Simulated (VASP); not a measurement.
Here is a VASP 6.6.1 calculation.

Contents of POSCAR:

```
C
1.0
    0.0000000000      1.7801241411      1.7801241411
    1.7801241411      0.0000000000      1.7801241411
    1.7801241411      1.7801241411      0.0000000000
C
2
Direct
    0.0000000000      0.0000000000      0.0000000000
    0.2500000000      0.2500000000      0.2500000000
```

Contents of INCAR.step1:

```
SYSTEM = C
PREC = Accurate
ENCUT = 1000
EDIFF = 1E-5
ISMEAR = 0
SIGMA = 0.01
LREAL = .FALSE.
LASPH = .TRUE.
NELM = 120
ALGO = Normal
ISIF = 2
LWAVE = .TRUE.
LCHARG = .FALSE.
GGA = PE
NBANDS = 11
GGA_COMPAT = .FALSE.
```

File INCAR.step2:

```
SYSTEM = C
PREC = Accurate
ENCUT = 1000
EDIFF = 1E-6
ISMEAR = 0
SIGMA = 0.01
LREAL = .FALSE.
LASPH = .TRUE.
NELM = 120
ALGO = Normal
ISIF = 2
LWAVE = .FALSE.
LCHARG = .FALSE.
GGA = PE
LHFCALC = .TRUE.
HFSCREEN = 0.2079
PRECFOCK = Normal
ISTART = 1
NBANDS = 11
GGA_COMPAT = .FALSE.
```

KPOINTS

```
regular mesh
0
G
  6 6 6
  0 0 0
```

Potentials or basis: VASP PAW PBE potentials, release 64 (C_h).

Launch:

```sh
$ cat potpaw_PBE.64/C_h/POTCAR > POTCAR
$ cp INCAR.step1 INCAR
$ mpirun -np 1 vasp_std > vasp.out
$ cp INCAR.step2 INCAR
$ mpirun -np 1 vasp_std > vasp.out
```

Question: Predict the pressure.

Answer: -5.6 GPa.

Question: What does it give for the band gap on the k mesh?

Answer: 5.34 eV (least direct gap 7.00 eV).

Caveat: the k points lie up to 0.51 Å⁻¹ apart; the PAW data sets were made with another functional, which shifts forces and pressure a little. A k mesh can miss the band edges.
